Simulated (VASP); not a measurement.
# ZrC (Fm-3m) in VASP: further runs

The runs below take ZrC through single point, with PBEsol.

All numbers are computed with VASP 6.6.1; they aren't measurements. Logs are shortened: lines on timing, memory, paths and dates and some standing lists are left out, and cuts for length are marked.

## Step 1: The cell of the first run

It takes space group Fm-3m (No. 225, cubic). Conventional cell: a = 4.582 Å, b = 4.582 Å, c = 4.582 Å, α = 90.00°, β = 90.00°, γ = 90.00°. Zr (site symmetry m-3m) has 6 C at 2.29 Å within 3.0 Å. C (site symmetry m-3m) has 6 Zr at 2.29 Å within 3.0 Å.

## Step 2: Single point, PBEsol

File INCAR:

```
SYSTEM = ZrC
PREC = Accurate ; ENCUT = 520
EDIFF = 1E-7 ; ISMEAR = -1
SIGMA = 0.1 ; LREAL = .FALSE.
LASPH = .TRUE. ; NELM = 60
ALGO = Normal ; ISIF = 2
LWAVE = .FALSE. ; LCHARG = .TRUE.
GGA = PS ; LELF = .TRUE.
LVHAR = .TRUE. ; NBANDS = 15
```

File KPOINTS:

```
regular mesh
0
G
  18 18 18
  0 0 0
```

File POSCAR:

```
ZrC
1.0
    0.0000000000      2.2908523151      2.2908523151
    2.2908523151      0.0000000000      2.2908523151
    2.2908523151      2.2908523151      0.0000000000
Zr C
1 1
Direct
    0.5000000000      0.5000000000      0.5000000000
    0.0000000000      0.0000000000      0.0000000000
```

Potentials or basis: VASP PAW PBE potentials, release 64 (Zr_sv, C).

The run is started by

```
> cat potpaw_PBE.64/Zr_sv/POTCAR potpaw_PBE.64/C/POTCAR > POTCAR
> mpirun -np 1 vasp_std > vasp.out
```

OUTCAR:

```text
SYSTEM = ZrC
   PREC = Accurate
   ENCUT = 520
   EDIFF = 1E-7
   ISMEAR = -1
   LREAL = .FALSE.
   LASPH = .TRUE.
   NELM = 60
   ISIF = 2
   GGA = PS

 ion  position               nearest neighbor table
   1  0.500  0.500  0.500-   2 2.29   2 2.29   2 2.29   2 2.29   2 2.29   2 2.29
   2  0.000  0.000  0.000-   1 2.29   1 2.29   1 2.29   1 2.29   1 2.29   1 2.29

  LATTYP: Found a face centered cubic cell.
 ALAT       =     4.5817046302

  Lattice vectors:

 A1 = (   0.0000000000,   2.2908523151,   2.2908523151)
 A2 = (   2.2908523151,   0.0000000000,   2.2908523151)
 A3 = (   2.2908523151,   2.2908523151,   0.0000000000)

Analysis of symmetry for initial positions (statically):
=====================================================================
 Subroutine PRICEL returns:
 Original cell was already a primitive cell.

 Routine SETGRP: Setting up the symmetry group for a
 face centered cubic supercell.

 Subroutine GETGRP returns: Found 48 space group operations
 (whereof 48 operations were pure point group operations)
 out of a pool of 48 trial point group operations.

The static configuration has the point symmetry O_h .

Analysis of symmetry for dynamics (positions and initial velocities):
=====================================================================
 Subroutine PRICEL returns:
 Original cell was already a primitive cell.

 Routine SETGRP: Setting up the symmetry group for a
 face centered cubic supercell.

 Subroutine GETGRP returns: Found 48 space group operations
 (whereof 48 operations were pure point group operations)
 out of a pool of 48 trial point group operations.

The dynamic configuration has the point symmetry O_h .

 Subroutine INISYM returns: Found 48 space group operations
 (whereof 48 operations are pure point group operations),
 and found     1 'primitive' translations

----------------------------------------------------------------------------------------

                                     Primitive cell

  volume of cell :      24.0448

  direct lattice vectors                    reciprocal lattice vectors
     0.000000000  2.290852315  2.290852315    -0.218259377  0.218259377  0.218259377
     2.290852315  0.000000000  2.290852315     0.218259377 -0.218259377  0.218259377
     2.290852315  2.290852315  0.000000000     0.218259377  0.218259377 -0.218259377

  length of vectors
     3.239754413  3.239754413  3.239754413     0.378036331  0.378036331  0.378036331

  position of ions in fractional coordinates (direct lattice)
     0.500000000  0.500000000  0.500000000
     0.000000000  0.000000000  0.000000000

  ion indices of the primitive-cell ions
   primitive index   ion index
                 1           1
                 2           2

----------------------------------------------------------------------------------------

 KPOINTS: regular mesh

Automatic generation of k-mesh.
 Grid dimensions read from file:
 generate k-points for:   18   18   18

 Generating k-lattice:

  Cartesian coordinates                     Fractional coordinates (reciprocal lattice)
    -0.012125521  0.012125521  0.012125521     0.055555556  0.000000000  0.000000000
     0.012125521 -0.012125521  0.012125521     0.000000000  0.055555556  0.000000000
     0.012125521  0.012125521 -0.012125521     0.000000000  0.000000000  0.055555556

  Length of vectors
     0.021002018  0.021002018  0.021002018

  Shift w.r.t. Gamma in fractional coordinates (k-lattice)
     0.000000000  0.000000000  0.000000000

 Subroutine IBZKPT returns following result:
 ===========================================

 Found    195 irreducible k-points:

 Following reciprocal coordinates:
            Coordinates               Weight
  0.000000  0.000000  0.000000      1.000000
  0.055556  0.000000  0.000000      8.000000
  0.111111  0.000000  0.000000      8.000000
  0.166667  0.000000  0.000000      8.000000
  0.222222  0.000000  0.000000      8.000000
  0.277778  0.000000  0.000000      8.000000
[... 16 lines left out ...]
 -0.277778  0.055556  0.000000     24.000000
 -0.222222  0.055556  0.000000     24.000000
 [... further k-points ...]
   k-points           NKPTS =    195   k-points in BZ     NKDIM =    195   number of bands    NBANDS=     15
   number of dos      NEDOS =    301   number of ions     NIONS =      2
   total plane-waves  NPLWV =  13824
   dimension x,y,z NGX =    24 NGY =   24 NGZ =   24
   dimension x,y,z NGXF=    48 NGYF=   48 NGZF=   48
   ions per type =               1   1
   NGX,Y,Z   is equivalent  to a cutoff of  12.32, 12.32, 12.32 a.u.
   NGXF,Y,Z  is equivalent  to a cutoff of  24.63, 24.63, 24.63 a.u.
 SYSTEM =  ZrC
   PREC   = accura    normal or accurate (medium, high low for compatibility)
   ISTART =      0    job   : 0-new  1-cont  2-samecut
   ICHARG =      2    charge: 1-file 2-atom 10-const
   ISPIN  =      1    spin polarized calculation?
   LNONCOLLINEAR =      F non collinear calculations
   LSORBIT =      F    spin-orbit coupling
   LASPH  =      T    aspherical Exc in radial PAW
   ENCUT  =  520.0 eV  38.22 Ry    6.18 a.u.   6.02  6.02  6.02*2*pi/ulx,y,z
   NELM   =     60;   NELMIN=  2; NELMDL= -5     # of ELM steps
   EDIFF  = 0.1E-06   stopping-criterion for ELM
   LREAL  =      F    real-space projection
   EDIFFG = 0.1E-05   stopping-criterion for IOM
   NSW    =      0    number of steps for IOM
   IBRION =     -1    ionic relax: 0-MD 1-quasi-New 2-CG
   NFREE  =      0    steps in history (QN), initial steepest desc. (CG)
   ISIF   =      2    stress and relaxation
   ISYM   =      2    0-nonsym 1-usesym 2-fastsym
   POTIM  = 0.5000    time-step for ionic-motion
   TEBEG  =    0.0;   TEEND  =   0.0 temperature during run
   PSTRESS=    0.0 pullay stress
   NELECT =      16.0000    total number of electrons
   NUPDOWN=      -1.0000    fix difference up-down
   EMIN   =  10.00;   EMAX   =-10.00  energy-range for DOS
   EFERMI =   0.00;   METHOD = LEGACY
   ISMEAR =    -1;   SIGMA  =   0.10  broadening in eV -4-tet -1-fermi 0-gaus
   EFERMI_NEDOS =   21; number of points for ismear=-14 and -15
   IALGO  =     38    algorithm
   IMIX   =      4    mixing-type and parameters
     AMIX     =   0.40;   BMIX     =  1.00
     AMIX_MAG =   1.60;   BMIX_MAG =  1.00
  volume/ion in A,a.u.               =      12.02        81.13
  Fermi-wavevector in a.u.,A,eV,Ry     =   1.429248  2.700888 27.793317  2.042751
  Thomas-Fermi vector in A             =   2.549223
   LORBIT       =      0    0 simple, 1 ext, 2 COOP (PROOUT), +10 PAW based schemes
   GGA     = PS    functional components
   LHFCALC =     F    Hartree Fock is set to
   AEXX    =    0.0000 exact exchange contribution
   IVDW    =     0    specifies the selected vdW correction
   LEPSILON=     F    determine dielectric tensor
   LRPA    =     F    only Hartree local field effects (RPA)
 non-spin polarized calculation
  energy-cutoff  :      520.00
  volume of cell :       24.04
 maximum number of plane-waves:       659
   NGX = 13   NGY = 13   NGZ = 13

 number of electron      16.0000000 magnetization

 Free energy of the ion-electron system (eV)
  ---------------------------------------------------
  ext. energy  EPLUGINS =         0.00000000
  ---------------------------------------------------
  free energy    TOTEN  =       -20.51087441 eV

  energy without entropy =      -20.50077675  energy(sigma->0) =      -20.50582558

 E-fermi :  10.4106     XC(G=0): -12.6626

 val. band max:       10.4061224786   @ k =   0.1111   0.0556   0.0000
 cond. band min:      10.4269850739   @ k =  -0.0556   0.0556   0.0000
 fundamental gap:      0.0208625954
 Fermi energy:        10.4106269808

 k-point     1 :       0.0000    0.0000    0.0000
  band No.  band energies     occupation
      1     -37.2862      2.00000
      2     -14.9656      2.00000
      3     -14.9656      2.00000
      4     -14.9656      2.00000
      5      -1.1399      2.00000
      6      11.3705      0.00014
      7      11.3705      0.00014
      8      11.3705      0.00014
      9      11.4756      0.00005
     10      11.4756      0.00005
     11      11.4756      0.00005
     12      13.4279      0.00000
     13      13.4279      0.00000
     14      18.5980      0.00000
     15      20.9224      0.00000

 k-point     2 :       0.0556    0.0000    0.0000
  band No.  band energies     occupation
      1     -37.2819      2.00000
      2     -15.0037      2.00000
      3     -14.9687      2.00000
      4     -14.9687      2.00000
      5      -1.0583      2.00000
      6      10.6624      0.14931
      7      10.8637      0.02131
      8      10.8637      0.02131
      9      11.6900      0.00001
     10      11.6900      0.00001
     11      12.0201      0.00000
     12      13.8820      0.00000
     13      13.8820      0.00000
     14      18.7483      0.00000
     15      21.1415      0.00000

 k-point     3 :       0.1111    0.0000    0.0000
  band No.  band energies     occupation
      1     -37.2694      2.00000
      2     -15.1119      2.00000
      3     -14.9776      2.00000
      4     -14.9776      2.00000
      5      -0.8210      2.00000
      6       9.7916      1.99591
      7      10.1244      1.89185
      8      10.1244      1.89185
      9      11.9505      0.00000
     10      11.9505      0.00000
     11      12.4553      0.00000
     12      14.8401      0.00000
     13      14.8401      0.00000
     14      19.1517      0.00000
     15      21.7598      0.00000
[... 343 lines left out ...]
 k-point    23 :      -0.2778    0.0556    0.0000
  band No.  band energies     occupation
      1     -37.1900      2.00000
      2     -15.7225      2.00000
      3     -15.0729      2.00000
      4     -15.0168      2.00000
      5       0.7876      2.00000
      6       6.7364      2.00000
      7       7.9013      2.00000
      8       8.2165      2.00000
      9      13.3116      0.00000
     10      13.4895      0.00000
     11      14.3770      0.00000
     12      18.0104      0.00000
     13      19.3804      0.00000
     14      20.2726      0.00000
     15      24.7921      0.00000

 k-point    24 :      -0.2222    0.0556    0.0000
  band No.  band energies     occupation
      1     -37.2149      2.00000
      2     -15.5341      2.00000
      3     -15.0546      2.00000
      4     -14.9983      2.00000
      5       0.2439      2.00000
      6       7.5570      2.00000
      7       8.3669      2.00000
      8       8.7217      2.00000
      9      12.7109      0.00000
     10      13.0781      0.00000
     11      13.7676      0.00000
     12      16.8621      0.00000
     13      18.2286      0.00000
     14      20.3480      0.00000
     15      24.0473      0.00000

 [... further k-points ...]
[... 5 lines left out ...]
  --------------------------------------------------------------------------------------
  -------------------------------------------------------------------------------------
  Total        2.3173850      2.3173850      2.3173850      0.0000000     -0.0000000      0.0000000
  in kB      154.4142961    154.4142961    154.4142961      0.0000000     -0.0000000      0.0000000
  external PRESSURE =     154.4142961 kB  Pullay stress =       0.0000000 kB

 VOLUME and BASIS-vectors are now :
 -----------------------------------------------------------------------------
  energy-cutoff  :      520.00
  volume of cell :       24.04
      direct lattice vectors                 reciprocal lattice vectors
     0.000000000  2.290852315  2.290852315    -0.218259377  0.218259377  0.218259377
     2.290852315  0.000000000  2.290852315     0.218259377 -0.218259377  0.218259377
     2.290852315  2.290852315  0.000000000     0.218259377  0.218259377 -0.218259377

 POSITION                                       TOTAL-FORCE (eV/Angst)
 -----------------------------------------------------------------------------------
      2.29085      2.29085      2.29085        -0.000000     -0.000000     -0.000000
      0.00000      0.00000      0.00000         0.000000      0.000000      0.000000
 -----------------------------------------------------------------------------------
    total drift:                                0.000000     -0.000000      0.000000

  FREE ENERGIE OF THE ION-ELECTRON SYSTEM (eV)
  ---------------------------------------------------
  free  energy   TOTEN  =       -20.5108744138 eV

  energy  without entropy=      -20.5007767507  energy(sigma->0) =      -20.50582558
```

It took 37 s on 1 thread of Intel Xeon Platinum 8259CL at 2.50GHz (Skylake/Cascade Lake), shared host; peak memory 0.19 GiB.

What came out:

| Item | Value |
| --- | --- |
| Free energy | -20.5109 eV |
| Pressure | 15.4 GPa |
| Band gap on the k mesh | zero (band 8 reaches 11.37 eV, above the bottom of band 9 at 10.02 eV) |

Levels at points of the mesh, in eV from the Fermi level:
```tsv
k point	band 4	band 5	band 6	band 7	band 8	band 9	band 10	band 11	band 12	band 13
(0.00, 0.00, 0.00)	-25.38	-11.55	0.96	0.96	0.96	1.06	1.06	1.06	3.02	3.02
(0.50, 0.00, 0.00)	-25.48	-8.03	-5.65	-3.22	-3.22	4.91	4.91	5.82	6.81	11.11
(0.50, 0.50, 0.00)	-25.75	-10.45	-2.09	-1.92	0.15	0.15	4.87	6.24	6.24	9.04
```

Caveat: the PAW data sets were made with another functional, which shifts forces and pressure a little.

## Step 3: Single point, PBEsol

This run uses another cell than the first one, of 12.24 Å³/atom, 1.018 times its volume.

File INCAR:

```
SYSTEM = ZrC
PREC     = Accurate       ! precision mode
ENCUT    = 520            ! plane-wave cutoff, eV
EDIFF    = 1E-7           ! SCF threshold, eV
ISMEAR   = -1             ! smearing method
SIGMA    = 0.1            ! smearing width, eV
LREAL    = .FALSE.        ! projectors in reciprocal space
LASPH    = .TRUE.         ! aspherical terms in the spheres
NELM     = 60             ! most SCF steps
ALGO     = Normal         ! electronic algorithm
ISIF     = 2              ! what is computed and relaxed
LWAVE    = .FALSE.        ! write WAVECAR
LCHARG   = .FALSE.        ! write CHGCAR
GGA      = PS             ! functional
NBANDS   = 15             ! bands
```

KPOINTS is that of step 2.

File POSCAR:

```
ZrC
1.0
    0.0000000000      2.3042856960      2.3042856960
    2.3042856960      0.0000000000      2.3042856960
    2.3042856960      2.3042856960      0.0000000000
Zr C
1 1
Direct
    0.5000000000      0.5000000000      0.5000000000
    0.0000000000      0.0000000000      0.0000000000
```

Potentials or basis: VASP PAW PBE potentials, release 64 (Zr_sv, C).

The run is started by

```
> cat potpaw_PBE.64/Zr_sv/POTCAR potpaw_PBE.64/C/POTCAR > POTCAR
> mpirun -np 1 vasp_std > vasp.out
```

OUTCAR:

```text
SYSTEM = ZrC
   PREC = Accurate
   ENCUT = 520
   EDIFF = 1E-7
   ISMEAR = -1
   LREAL = .FALSE.
   LASPH = .TRUE.
   NELM = 60
   ISIF = 2
   GGA = PS

 ion  position               nearest neighbor table
   1  0.500  0.500  0.500-   2 2.30   2 2.30   2 2.30   2 2.30   2 2.30   2 2.30
   2  0.000  0.000  0.000-   1 2.30   1 2.30   1 2.30   1 2.30   1 2.30   1 2.30

  LATTYP: Found a face centered cubic cell.
 ALAT       =     4.6085713920

  Lattice vectors:

 A1 = (   0.0000000000,   2.3042856960,   2.3042856960)
 A2 = (   2.3042856960,   0.0000000000,   2.3042856960)
 A3 = (   2.3042856960,   2.3042856960,   0.0000000000)

Analysis of symmetry for initial positions (statically):
=====================================================================
 Subroutine PRICEL returns:
 Original cell was already a primitive cell.

 Routine SETGRP: Setting up the symmetry group for a
 face centered cubic supercell.

 Subroutine GETGRP returns: Found 48 space group operations
 (whereof 48 operations were pure point group operations)
 out of a pool of 48 trial point group operations.

The static configuration has the point symmetry O_h .

Analysis of symmetry for dynamics (positions and initial velocities):
[... 164 lines left out ...]

 k-point     1 :       0.0000    0.0000    0.0000
  band No.  band energies     occupation
      1     -37.5622      2.00000
      2     -15.2579      2.00000
      3     -15.2579      2.00000
      4     -15.2579      2.00000
      5      -1.2950      2.00000
      6      11.1542      0.00014
      7      11.1542      0.00014
      8      11.1542      0.00014
      9      11.2607      0.00005
     10      11.2607      0.00005
     11      11.2607      0.00005
     12      13.1650      0.00000
     13      13.1650      0.00000
     14      18.1744      0.00000
[... 401 lines left out ...]
      2     -15.7910      2.00000
      3     -15.3418      2.00000
      4     -15.2891      2.00000
      5       0.0516      2.00000
      6       7.3793      2.00000
      7       8.1999      2.00000
      8       8.5434      2.00000
      9      12.4703      0.00000
     10      12.8325      0.00000
     11      13.5035      0.00000
     12      16.5321      0.00000
     13      17.8758      0.00000
     14      19.9452      0.00000
     15      23.6994      0.00000

 [... further k-points ...]
[... 5 lines left out ...]
  --------------------------------------------------------------------------------------
  -------------------------------------------------------------------------------------
  Total        1.5921369      1.5921369      1.5921369     -0.0000000      0.0000000     -0.0000000
  in kB      104.2442270    104.2442270    104.2442270     -0.0000000      0.0000000     -0.0000000
  external PRESSURE =     104.2442270 kB  Pullay stress =       0.0000000 kB

 VOLUME and BASIS-vectors are now :
 -----------------------------------------------------------------------------
  energy-cutoff  :      520.00
  volume of cell :       24.47
      direct lattice vectors                 reciprocal lattice vectors
     0.000000000  2.304285696  2.304285696    -0.216986983  0.216986983  0.216986983
     2.304285696  0.000000000  2.304285696     0.216986983 -0.216986983  0.216986983
     2.304285696  2.304285696  0.000000000     0.216986983  0.216986983 -0.216986983

 POSITION                                       TOTAL-FORCE (eV/Angst)
 -----------------------------------------------------------------------------------
      2.30429      2.30429      2.30429         0.000000      0.000000      0.000000
      0.00000      0.00000      0.00000        -0.000000      0.000000      0.000000
 -----------------------------------------------------------------------------------
    total drift:                                0.000000     -0.000000      0.000000

  FREE ENERGIE OF THE ION-ELECTRON SYSTEM (eV)
  ---------------------------------------------------
  free  energy   TOTEN  =       -20.5453917507 eV

  energy  without entropy=      -20.5351666274  energy(sigma->0) =      -20.54027919
```

OSZICAR:

```text
N       E                     dE             d eps       ncg     rms          rms(c)
DAV:   1     0.100289762408E+03    0.10029E+03   -0.86506E+03  5858   0.109E+03
DAV:   2    -0.176543821631E+02   -0.11794E+03   -0.11062E+03  7439   0.291E+02
DAV:   3    -0.235519062402E+02   -0.58975E+01   -0.58601E+01  9460   0.550E+01
DAV:   4    -0.237000248317E+02   -0.14812E+00   -0.14803E+00  7255   0.603E+00
DAV:   5    -0.237016075369E+02   -0.15827E-02   -0.15827E-02  7641   0.572E-01    0.235E+01
DAV:   6    -0.206303212816E+02    0.30713E+01   -0.54164E+00  7003   0.218E+01    0.883E+00
DAV:   7    -0.205634281549E+02    0.66893E-01   -0.54694E-01  6813   0.540E+00    0.725E+00
DAV:   8    -0.205707041093E+02   -0.72760E-02   -0.25208E-01  7259   0.371E+00    0.448E+00
DAV:   9    -0.205458618324E+02    0.24842E-01   -0.42808E-02  6438   0.140E+00    0.670E-01
DAV:  10    -0.205454608903E+02    0.40094E-03   -0.48763E-03  7635   0.609E-01    0.273E-01
DAV:  11    -0.205453973272E+02    0.63563E-04   -0.33670E-04  6564   0.179E-01    0.456E-02
DAV:  12    -0.205453923237E+02    0.50035E-05   -0.63129E-06  7428   0.218E-02    0.615E-03
DAV:  13    -0.205453918143E+02    0.50948E-06   -0.94944E-07  7196   0.681E-03    0.263E-03
DAV:  14    -0.205453917507E+02    0.63579E-07   -0.45307E-08  4444   0.163E-03
   1 F= -.20545392E+02 E0= -.20540279E+02  d E =-.102251E-01
```

Wall time 36 s (1 thread of Intel Xeon Platinum 8259CL at 2.50GHz (Skylake/Cascade Lake), shared host); peak memory 0.19 GiB.

Results:

```
Free energy            : -20.5454 eV
Pressure               : 10.4 GPa
Band gap on the k mesh : zero (band 8 reaches 11.15 eV, above the bottom of band 9 at 9.81 eV)
```

Caveat: the PAW data sets were made with another functional, which shifts forces and pressure a little.

[end of part 1 of 3]
